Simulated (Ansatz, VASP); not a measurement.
# Te2Mo: VASP beside Ansatz

```
Te Mo
1.0
     3.51820    0.00000    0.00000
    -1.75910    3.04685    0.00000
     0.00000    0.00000   13.97360
Te Mo
4 2
Cartesian
  0.0000 2.0312 8.6653
  1.7591 1.0156 1.6785
  0.0000 2.0312 12.2951
  1.7591 1.0156 5.3083
  0.0000 2.0312 3.4934
  1.7591 1.0156 10.4802
```

Alike in both runs: functional PBE; k mesh 12 × 12 × 3; no spin polarisation.

Ansatz relaxed the structure, and its values are those at the end. VASP's run is a single point on that final structure, the one shown.

```csv
,VASP,Ansatz
version,VASP 6.6.1,Ansatz 0.2.0
potentials or method,"VASP PAW PBE potentials, release 64 (Te, Mo_sv), cutoff 520 eV","scalar-relativistic, plane waves, PAW"
occupations,"gaussian, width 0.01 eV",fixed
valence electrons in the cell,52,92
```

|  | VASP | Ansatz | Ansatz less VASP |
| --- | --- | --- | --- |
| gap on the k mesh at the Fermi level (eV) | 0.75 | 0.75 | +0.005 |
| least direct gap on the mesh (eV) | 1.05 | 1.05 | 0.000 |
| pressure (GPa) | 2.2 | 2.2 | -0.01 |
| rms of the force components (eV/Å) | 0.006 | 0.000 | -0.0064 |

VASP's potentials hold 52 valence electrons a cell and Ansatz's 92, so a difference there can come from the potentials and not from the codes. Ansatz's warnings: stress scf threshold loose.

Spin-orbit coupling is off throughout.
